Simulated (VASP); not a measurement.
Be3Al5:

```xyz
8
Lattice="5.9300 0.0000 0.0000 0.0000 5.9300 0.0000 0.0000 0.0000 2.9650" Properties=species:S:1:pos:R:3 pbc="T T T"
Be    0.0000    2.9650    0.0000
Be    2.9650    0.0000    0.0000
Be    2.9650    2.9650    0.0000
Al    4.4475    4.4475    1.4825
Al    1.4825    1.4825    1.4825
Al    1.4825    4.4475    1.4825
Al    0.0000    0.0000    0.0000
Al    4.4475    1.4825    1.4825
```

- Program: VASP 6.6.1
- Task: relaxation of cell and atoms
- Functional: PBE
- Potentials or basis: VASP PAW PBE potentials, release 64 (Be, Al)
- Cutoff: 600 eV
- k mesh: 4 × 4 × 6
- Occupations: gaussian, width 0.1 eV
- Spin: no spin polarisation

At the start: pressure 4.5 GPa; volume 13.03 Å³/atom.

Question: Where does the relaxation end?

Answer: Over 5 steps the energy falls by 48.5 meV/atom and the volume is 13.56 Å³/atom (+4.1 %); space group P4/mmm (No. 123, to 0.1 Å) before and after.

Step by step:
```
step  energy change (eV)  largest force (eV/Å)  pressure (GPa)  volume (Å³)
   1              0.0000                1.2701            4.47       104.26
   2             -0.2916                0.6290           -0.89       109.85
   3             -0.3178                0.4013           -2.68       112.21
   4             -0.3838                0.1120           -0.66       109.40
   5             -0.3881                0.0103            0.05       108.52
```

Final structure:
```
Be Al
1.0
     5.98452    0.00000    0.00000
     0.00000    5.98452    0.00000
     0.00000    0.00000    3.03005
Be Al
3 5
Direct
  0.00000 0.50000 0.00000
  0.50000 0.00000 0.00000
  0.50000 0.50000 0.00000
  0.73446 0.73446 0.50000
  0.26554 0.26554 0.50000
  0.26554 0.73446 0.50000
  0.00000 0.00000 0.00000
  0.73446 0.26554 0.50000
```

Caveat: the highest band is partly filled, so the run has too few bands.
